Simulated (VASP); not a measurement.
Wanted: the native input for a VASP 6.6.1 run.

| Quantity | Value |
| --- | --- |
| Task | single point |
| Functional | LDA |
| Potentials or basis | VASP PAW LDA potentials, release 64 (Si, C) |
| Cutoff | 600 eV |
| k mesh | 7 × 7 × 7 |
| Occupations | gaussian, width 0.01 eV |
| Spin | no spin polarisation |
| Dipole correction | no |
| Further INCAR settings | ALGO = Normal; EDIFF = 1e-06; NBANDS = 11 |

The structure of SiC (Moissanite 3C) lies in POSCAR:

```
SiC
1.0
    0.0000000000      2.1643753983      2.1643753983
    2.1643753983      0.0000000000      2.1643753983
    2.1643753983      2.1643753983      0.0000000000
Si C
1 1
Direct
    0.0000000000      0.0000000000      0.0000000000
    0.2500000000      0.2500000000      0.2500000000
```

One way to write it, as run:

INCAR

```
PREC = Accurate
ENCUT = 600
EDIFF = 1E-6
ISMEAR = 0
SIGMA = 0.01
LREAL = F
LASPH = T
NELM = 120
ALGO = Normal
ISIF = 2
LWAVE = F
LCHARG = T
GGA = CA
LELF = T
LVHAR = T
NBANDS = 11
GGA_COMPAT = F
```

KPOINTS

```
Automatic mesh
0
Gamma
  7 7 7
```

Potentials or basis: VASP PAW LDA potentials, release 64 (Si, C).

Launch:

```console
$ cat potpaw_LDA.64/Si/POTCAR potpaw_LDA.64/C/POTCAR > POTCAR
$ mpirun -np 1 vasp_std > vasp.out
```

Results of the run:

| Property | Result |
| --- | --- |
| Pressure | 0.3 GPa |
| Band gap on the k mesh | 1.53 eV, indirect (least direct gap 4.65 eV) |

Wall time 2.6 s on 1 thread of Intel(R) Xeon(R) Platinum 8488C (Sapphire Rapids) (shared host), peak memory 0.12 GiB.
